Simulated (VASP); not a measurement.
# Si7Ni5 (P-43m) in VASP: single point with PBE

Aim: the single point of Si7Ni5 with PBE.

All numbers are computed with VASP 6.6.1; they aren't measurements. Logs are shortened: lines on timing, memory, paths and dates and some standing lists are left out, and cuts for length are marked.

### 1 The cell of the first run

The structure is cubic, space group P-43m (No. 215). Conventional cell: a = 5.405 Å, b = 5.405 Å, c = 5.405 Å, α = 90.00°, β = 90.00°, γ = 90.00°. Ni (site symmetry 3m) has 7 Si at 2.27 to 2.37 Å and 1 Ni at 2.41 Å within 3.0 Å. Within 3.2 Å of Ni (site symmetry -43m) lie 4 Ni at 2.41 Å and 6 Si at 2.70 Å. Within 3.0 Å of Si (site symmetry -43m) lie 4 Ni at 2.27 Å and 6 Si at 2.70 Å. Within 3.1 Å of Si (site symmetry -42m) lie 4 Ni at 2.32 Å and 6 Si at 2.70 Å. Within 3.1 Å of Si (site symmetry -42m) lie 6 Ni at 2.37 to 2.70 Å and 4 Si at 2.70 Å.

### 2 Single point, PBE

Contents of INCAR:

```
SYSTEM = Si7Ni5
PREC = Accurate ; ENCUT = 520
EDIFF = 1E-6 ; ISMEAR = 1
SIGMA = 0.1 ; LREAL = .False.
LASPH = .True. ; NELM = 100
ALGO = Normal ; ISIF = 2
LWAVE = .False. ; LCHARG = .True.
GGA = PE ; LELF = .True.
LVHAR = .True. ; NBANDS = 51
```

Contents of KPOINTS:

```
regular mesh
0
Gamma
  8 8 8
  0 0 0
```

Contents of POSCAR:

```
Si7Ni5
1.0
    5.4054924500      0.0000000000      0.0000000000
    0.0000000000      5.4054924500      0.0000000000
    0.0000000000      0.0000000000      5.4054924500
Ni Si
5 7
Direct
   -0.0075074931     -0.0075074931     -0.0075074931
   -0.0075074931      0.5075074931      0.5075074931
    0.5075074931     -0.0075074931      0.5075074931
    0.5075074931      0.5075074931     -0.0075074931
    0.2500000000      0.2500000000      0.2500000000
    0.7500000000      0.7500000000      0.7500000000
    0.2500000000      0.7500000000      0.7500000000
    0.7500000000      0.2500000000      0.2500000000
    0.7500000000      0.2500000000      0.7500000000
    0.2500000000      0.7500000000      0.2500000000
    0.7500000000      0.7500000000      0.2500000000
    0.2500000000      0.2500000000      0.7500000000
```

Potentials or basis: VASP PAW PBE potentials, release 64 (Ni, Si).

Command:

```sh
> cat potpaw_PBE.64/Ni/POTCAR potpaw_PBE.64/Si/POTCAR > POTCAR
> mpirun -np 1 vasp_std > vasp.out
```

OUTCAR:

```text
SYSTEM = Si7Ni5
   PREC = Accurate
   ENCUT = 520
   EDIFF = 1E-6
   ISMEAR = 1
   LREAL = .False.
   LASPH = .True.
   NELM = 100
   ISIF = 2
   GGA = PE

 ion  position               nearest neighbor table
   1  0.992  0.992  0.992-   6 2.27   7 2.32   9 2.32  11 2.32  10 2.37   8 2.37  12 2.37   5 2.41

   2  0.992  0.508  0.508-   6 2.27   7 2.32   9 2.32  11 2.32  10 2.37   8 2.37  12 2.37   5 2.41

   3  0.508  0.992  0.508-   6 2.27   7 2.32   9 2.32  11 2.32  10 2.37   8 2.37  12 2.37   5 2.41

   4  0.508  0.508  0.992-   6 2.27   7 2.32   9 2.32  11 2.32  10 2.37   8 2.37  12 2.37   5 2.41

   5  0.250  0.250  0.250-   1 2.41   2 2.41   3 2.41   4 2.41   8 2.70  10 2.70  12 2.70  12 2.70
                            10 2.70   8 2.70
   6  0.750  0.750  0.750-   1 2.27   2 2.27   3 2.27   4 2.27   7 2.70   9 2.70  11 2.70  11 2.70
                             9 2.70   7 2.70
   7  0.250  0.750  0.750-   1 2.32   2 2.32   3 2.32   4 2.32   6 2.70  10 2.70  12 2.70  10 2.70
                            12 2.70   6 2.70
   8  0.750  0.250  0.250-   1 2.37   2 2.37   3 2.37   4 2.37   5 2.70   9 2.70  11 2.70   9 2.70
                            11 2.70   5 2.70
   9  0.750  0.250  0.750-   1 2.32   2 2.32   3 2.32   4 2.32   6 2.70   8 2.70  12 2.70   8 2.70
                             6 2.70  12 2.70
  10  0.250  0.750  0.250-   1 2.37   2 2.37   3 2.37   4 2.37   5 2.70   7 2.70  11 2.70   7 2.70
                             5 2.70  11 2.70
  11  0.750  0.750  0.250-   1 2.32   2 2.32   3 2.32   4 2.32   6 2.70   8 2.70  10 2.70   6 2.70
                             8 2.70  10 2.70
  12  0.250  0.250  0.750-   1 2.37   2 2.37   3 2.37   4 2.37   5 2.70   7 2.70   9 2.70   5 2.70
                             7 2.70   9 2.70

  LATTYP: Found a simple cubic cell.
 ALAT       =     5.4054924500

  Lattice vectors:

 A1 = (   5.4054924500,   0.0000000000,   0.0000000000)
 A2 = (   0.0000000000,   5.4054924500,   0.0000000000)
 A3 = (   0.0000000000,   0.0000000000,   5.4054924500)

Analysis of symmetry for initial positions (statically):
=====================================================================
 Subroutine PRICEL returns:
 Original cell was already a primitive cell.

 Routine SETGRP: Setting up the symmetry group for a
 simple cubic supercell.

 Subroutine GETGRP returns: Found 24 space group operations
 (whereof  6 operations were pure point group operations)
 out of a pool of 48 trial point group operations.

The static configuration has the point symmetry C_3v.
 The point group associated with its full space group is T_d .

Analysis of symmetry for dynamics (positions and initial velocities):
=====================================================================
 Subroutine PRICEL returns:
 Original cell was already a primitive cell.

 Routine SETGRP: Setting up the symmetry group for a
 simple cubic supercell.

 Subroutine GETGRP returns: Found 24 space group operations
 (whereof  6 operations were pure point group operations)
 out of a pool of 48 trial point group operations.

The dynamic configuration has the point symmetry C_3v.
 The point group associated with its full space group is T_d .

 Subroutine INISYM returns: Found 24 space group operations
 (whereof  6 operations are pure point group operations),
 and found     1 'primitive' translations

----------------------------------------------------------------------------------------

                                     Primitive cell

  volume of cell :     157.9450

  direct lattice vectors                    reciprocal lattice vectors
     5.405492450  0.000000000  0.000000000     0.184997021  0.000000000  0.000000000
     0.000000000  5.405492450  0.000000000     0.000000000  0.184997021  0.000000000
     0.000000000  0.000000000  5.405492450     0.000000000  0.000000000  0.184997021

  length of vectors
     5.405492450  5.405492450  5.405492450     0.184997021  0.184997021  0.184997021

  position of ions in fractional coordinates (direct lattice)
     0.992492507  0.992492507  0.992492507
     0.992492507  0.507507493  0.507507493
     0.507507493  0.992492507  0.507507493
     0.507507493  0.507507493  0.992492507
     0.250000000  0.250000000  0.250000000
     0.750000000  0.750000000  0.750000000
     0.250000000  0.750000000  0.750000000
     0.750000000  0.250000000  0.250000000
     0.750000000  0.250000000  0.750000000
     0.250000000  0.750000000  0.250000000
     0.750000000  0.750000000  0.250000000
     0.250000000  0.250000000  0.750000000

  ion indices of the primitive-cell ions
   primitive index   ion index
                 1           1
                 2           2
                 3           3
                 4           4
                 5           5
                 6           6
                 7           7
                 8           8
                 9           9
                10          10
                11          11
                12          12

----------------------------------------------------------------------------------------

 KPOINTS: regular mesh

Automatic generation of k-mesh.
 Grid dimensions read from file:
 generate k-points for:    8    8    8

 Generating k-lattice:

  Cartesian coordinates                     Fractional coordinates (reciprocal lattice)
     0.023124628  0.000000000  0.000000000     0.125000000  0.000000000  0.000000000
     0.000000000  0.023124628  0.000000000     0.000000000  0.125000000  0.000000000
     0.000000000  0.000000000  0.023124628     0.000000000  0.000000000  0.125000000

  Length of vectors
     0.023124628  0.023124628  0.023124628

  Shift w.r.t. Gamma in fractional coordinates (k-lattice)
     0.000000000  0.000000000  0.000000000

 Subroutine IBZKPT returns following result:
 ===========================================

 Found     35 irreducible k-points:

 Following reciprocal coordinates:
            Coordinates               Weight
  0.000000  0.000000  0.000000      1.000000
  0.125000  0.000000  0.000000      6.000000
  0.250000  0.000000  0.000000      6.000000
  0.375000  0.000000  0.000000      6.000000
  0.500000  0.000000  0.000000      3.000000
  0.125000  0.125000  0.000000     12.000000
[... 16 lines left out ...]
  0.375000  0.375000  0.125000     24.000000
  0.500000  0.375000  0.125000     24.000000
 [... further k-points ...]
   k-points           NKPTS =     35   k-points in BZ     NKDIM =     35   number of bands    NBANDS=     51
   number of dos      NEDOS =    301   number of ions     NIONS =     12
   total plane-waves  NPLWV =  64000
   dimension x,y,z NGX =    40 NGY =   40 NGZ =   40
   dimension x,y,z NGXF=    80 NGYF=   80 NGZF=   80
   ions per type =               5   7
   NGX,Y,Z   is equivalent  to a cutoff of  12.30, 12.30, 12.30 a.u.
   NGXF,Y,Z  is equivalent  to a cutoff of  24.60, 24.60, 24.60 a.u.
 SYSTEM =  Si7Ni5
   PREC   = accura    normal or accurate (medium, high low for compatibility)
   ISTART =      0    job   : 0-new  1-cont  2-samecut
   ICHARG =      2    charge: 1-file 2-atom 10-const
   ISPIN  =      1    spin polarized calculation?
   LNONCOLLINEAR =      F non collinear calculations
   LSORBIT =      F    spin-orbit coupling
   LASPH  =      T    aspherical Exc in radial PAW
   ENCUT  =  520.0 eV  38.22 Ry    6.18 a.u.  10.05 10.05 10.05*2*pi/ulx,y,z
   NELM   =    100;   NELMIN=  2; NELMDL= -5     # of ELM steps
   EDIFF  = 0.1E-05   stopping-criterion for ELM
   LREAL  =      F    real-space projection
   EDIFFG = 0.1E-04   stopping-criterion for IOM
   NSW    =      0    number of steps for IOM
   IBRION =     -1    ionic relax: 0-MD 1-quasi-New 2-CG
   NFREE  =      0    steps in history (QN), initial steepest desc. (CG)
   ISIF   =      2    stress and relaxation
   ISYM   =      2    0-nonsym 1-usesym 2-fastsym
   POTIM  = 0.5000    time-step for ionic-motion
   TEBEG  =    0.0;   TEEND  =   0.0 temperature during run
   PSTRESS=    0.0 pullay stress
   NELECT =      78.0000    total number of electrons
   NUPDOWN=      -1.0000    fix difference up-down
   EMIN   =  10.00;   EMAX   =-10.00  energy-range for DOS
   EFERMI =   0.00;   METHOD = LEGACY
   ISMEAR =     1;   SIGMA  =   0.10  broadening in eV -4-tet -1-fermi 0-gaus
   EFERMI_NEDOS =   21; number of points for ismear=-14 and -15
   IALGO  =     38    algorithm
   IMIX   =      4    mixing-type and parameters
     AMIX     =   0.40;   BMIX     =  1.00
     AMIX_MAG =   1.60;   BMIX_MAG =  1.00
  volume/ion in A,a.u.               =      13.16        88.82
  Fermi-wavevector in a.u.,A,eV,Ry     =   1.294010  2.445325 22.782451  1.674463
  Thomas-Fermi vector in A             =   2.425620
   LORBIT       =      0    0 simple, 1 ext, 2 COOP (PROOUT), +10 PAW based schemes
   GGA     = PE    functional components
   LHFCALC =     F    Hartree Fock is set to
   AEXX    =    0.0000 exact exchange contribution
   IVDW    =     0    specifies the selected vdW correction
   LEPSILON=     F    determine dielectric tensor
   LRPA    =     F    only Hartree local field effects (RPA)
 non-spin polarized calculation
 Methfessel and Paxton  Order N= 1 SIGMA  =   0.10
  energy-cutoff  :      520.00
  volume of cell :      157.94
 maximum number of plane-waves:      4337
   NGX = 21   NGY = 21   NGZ = 21

 number of electron      78.0000006 magnetization

 Free energy of the ion-electron system (eV)
  ---------------------------------------------------
  ext. energy  EPLUGINS =         0.00000000
  ---------------------------------------------------
  free energy    TOTEN  =       -69.39168556 eV

  energy without entropy =      -69.39220930  energy(sigma->0) =      -69.39186014

 E-fermi :   9.6925     XC(G=0): -11.6490

 val. band max:        9.6892883925   @ k =   0.5000   0.1250   0.0000
 cond. band min:       9.6942284271   @ k =   0.3750   0.3750   0.3750
 fundamental gap:      0.0049400346
 Fermi energy:         9.6924708456

 k-point     1 :       0.0000    0.0000    0.0000
  band No.  band energies     occupation
      1      -3.4715      2.00000
      2       0.2429      2.00000
      3       0.2429      2.00000
      4       1.1451      2.00000
      5       2.3204      2.00000
      6       2.3204      2.00000
[... 43 lines left out ...]
     50      13.5590      0.00000
     51      13.5590      0.00000
[... 1240 lines left out ...]
     50      14.6864      0.00000
     51      14.9829      0.00000

 [... further k-points ...]
[... 5 lines left out ...]
  --------------------------------------------------------------------------------------
  -------------------------------------------------------------------------------------
  Total       -0.0411352     -0.0411352     -0.0411352      0.0000000      0.0000000      0.0000000
  in kB       -0.4172708     -0.4172708     -0.4172708      0.0000000      0.0000000      0.0000000
  external PRESSURE =      -0.4172708 kB  Pullay stress =       0.0000000 kB

 VOLUME and BASIS-vectors are now :
 -----------------------------------------------------------------------------
  energy-cutoff  :      520.00
  volume of cell :      157.94
      direct lattice vectors                 reciprocal lattice vectors
     5.405492450  0.000000000  0.000000000     0.184997021  0.000000000  0.000000000
     0.000000000  5.405492450  0.000000000     0.000000000  0.184997021  0.000000000
     0.000000000  0.000000000  5.405492450     0.000000000  0.000000000  0.184997021

 POSITION                                       TOTAL-FORCE (eV/Angst)
 -----------------------------------------------------------------------------------
      5.36491      5.36491      5.36491         0.002467      0.002467      0.002467
      5.36491      2.74333      2.74333         0.002467     -0.002467     -0.002467
      2.74333      5.36491      2.74333        -0.002467      0.002467     -0.002467
      2.74333      2.74333      5.36491        -0.002467     -0.002467      0.002467
      1.35137      1.35137      1.35137        -0.000000     -0.000000     -0.000000
      4.05412      4.05412      4.05412         0.000000     -0.000000     -0.000000
      1.35137      4.05412      4.05412        -0.000000     -0.000000      0.000000
      4.05412      1.35137      1.35137         0.000000      0.000000      0.000000
      4.05412      1.35137      4.05412        -0.000000      0.000000     -0.000000
      1.35137      4.05412      1.35137         0.000000      0.000000     -0.000000
      4.05412      4.05412      1.35137         0.000000      0.000000      0.000000
      1.35137      1.35137      4.05412         0.000000     -0.000000     -0.000000
 -----------------------------------------------------------------------------------
    total drift:                                0.000000      0.000000      0.000000

  FREE ENERGIE OF THE ION-ELECTRON SYSTEM (eV)
  ---------------------------------------------------
  free  energy   TOTEN  =       -69.3916855610 eV

  energy  without entropy=      -69.3922092967  energy(sigma->0) =      -69.39186014
```

Run time: 5.5 min. Hardware: 1 thread of Intel Xeon Platinum 8375C at 2.90GHz (Ice Lake), shared host; peak memory 0.37 GiB.

What came out:

| Quantity | Value |
| --- | --- |
| Free energy | -69.3917 eV |
| Pressure | 0.0 GPa |
| Largest force | 0.004 eV/Å |
| Band gap on the k mesh | zero (bands 39 and 40 overlap by 0.76 eV) |

Forces on the atoms (eV/Å):
```
Ni   0.002  0.002  0.002
Ni   0.002 -0.002 -0.002
Ni  -0.002  0.002 -0.002
Ni  -0.002 -0.002  0.002
Ni   0.000  0.000  0.000
Si   0.000  0.000  0.000
Si   0.000  0.000  0.000
Si   0.000  0.000  0.000
Si   0.000  0.000  0.000
Si   0.000  0.000  0.000
Si   0.000  0.000  0.000
Si   0.000  0.000  0.000
```

Spin polarisation is off, so any magnetic state and its effect on volume and gap are missing.
